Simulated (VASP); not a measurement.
A run of VASP 6.6.1 is set up as follows.

Contents of INCAR:

```
SYSTEM = Nb
PREC = Accurate ; ENCUT = 500
EDIFF = 1E-6 ; ISMEAR = 0
SIGMA = 0.1 ; LREAL = .FALSE.
LASPH = .TRUE. ; NELM = 120
ALGO = Normal ; ISIF = 2
LWAVE = .FALSE. ; LCHARG = .TRUE.
GGA = PS ; LELF = .TRUE.
LVHAR = .TRUE. ; NBANDS = 12
GGA_COMPAT = .FALSE.
```

File KPOINTS:

```
Automatic mesh
0
G
  21 21 21
  0 0 0
```

File POSCAR:

```
Nb
1.0
    1.5665230036      0.9044324778      2.1067608632
   -1.5665230036      0.9044324778      2.1067608632
    0.0000000000     -1.8088649556      2.1067608632
Nb
1
Direct
    0.5000000000      0.5000000000      0.5000000000
```

Potentials or basis: VASP PAW PBE potentials, release 64 (Nb_sv).

Run with:

```bash
$ cat potpaw_PBE.64/Nb_sv/POTCAR > POTCAR
$ mpirun -np 1 vasp_std > vasp.out
```

Q: Predict the band gap on the k mesh.

A: Zero (an odd number of electrons rules out a gap without spin polarisation).

Q: What does it give for the pressure?

A: -0.3 GPa.

Stress tensor (GPa, compression positive):
```
-0.33  0.00  0.00
 0.00 -0.33  0.00
 0.00  0.00 -0.21
```

Caveat: the PAW data sets were made with another functional, which shifts forces and pressure a little.
